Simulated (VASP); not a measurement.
Write the native input for VASP 6.6.1 that does the following.

| Quantity | Value |
| --- | --- |
| Task | single point |
| Functional | LDA |
| Potentials or basis | VASP PAW LDA potentials, release 64 (Fe) |
| Cutoff | 520 eV |
| k mesh | 10 × 10 × 10 |
| Occupations | fermi-dirac, width 0.1 eV |
| Spin | no spin polarisation |
| Dipole correction | no |
| Further INCAR settings | ALGO = Normal; EDIFF = 1e-06; NBANDS = 10 |

The structure of Fe lies in POSCAR:

```
Fe
1.0
   -1.3498227879      1.3498227879      1.3498227879
    1.3498227879     -1.3498227879      1.3498227879
    1.3498227879      1.3498227879     -1.3498227879
Fe
1
Direct
    0.0000000000      0.0000000000      0.0000000000
```

The input as run:

INCAR

```
ALGO = Normal
EDIFF = 1E-6
ENCUT = 520
GGA = CA
ISIF = 2
ISMEAR = -1
LASPH = True
LCHARG = True
LELF = True
LREAL = False
LVHAR = True
LWAVE = False
NBANDS = 10
NELM = 100
PREC = Accurate
SIGMA = 0.1
```

KPOINTS

```
k-points
0
Gamma
  10 10 10
```

Potentials or basis: VASP PAW LDA potentials, release 64 (Fe).

The run is started by

```console
$ cat potpaw_LDA.64/Fe/POTCAR > POTCAR
$ mpirun -np 1 vasp_std > vasp.out
```

Results of the run:

The pressure is -0.1 GPa and the band gap on the k mesh is zero (band 4 reaches 8.51 eV, above the bottom of band 5 at 6.41 eV).

Caveat: the run has no spin polarisation, though such a crystal can be magnetic.

Wall time 4 s on 1 thread of AMD EPYC 7R13 Processor (Zen 3), on a shared host, peak memory 0.08 GiB.
